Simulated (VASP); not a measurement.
Input of a VASP 6.6.1 run:

INCAR

```
ALGO = Normal ; EDIFF = 1E-6
ENCUT = 500 ; GGA = PE
GGA_COMPAT = False ; ISIF = 2
ISMEAR = 0 ; IVDW = 13
LASPH = True ; LCHARG = False
LREAL = False ; LWAVE = False
NBANDS = 12 ; NELM = 120
PREC = Accurate ; SIGMA = 0.1
```

File KPOINTS:

```
k-points
0
Gamma
  14 14 14
```

File POSCAR:

```
Ta
1.0
   -1.6512800000      1.6512800000      1.6512800000
    1.6512800000     -1.6512800000      1.6512800000
    1.6512800000      1.6512800000     -1.6512800000
Ta
1
Direct
    0.0000000000      0.0000000000      0.0000000000
```

Potentials or basis: VASP PAW PBE potentials, release 64 (Ta_pv).

Run with:

```console
$ cat potpaw_PBE.64/Ta_pv/POTCAR > POTCAR
$ mpirun -np 1 vasp_std > vasp.out
```

(1) Estimate the pressure.

(2) Estimate the dispersion energy per atom.

## Answers

(1) 0.4 GPa.

(2) -0.319 eV.

Caveat: pairwise dispersion overbinds metals, which lowers pressure and volume.
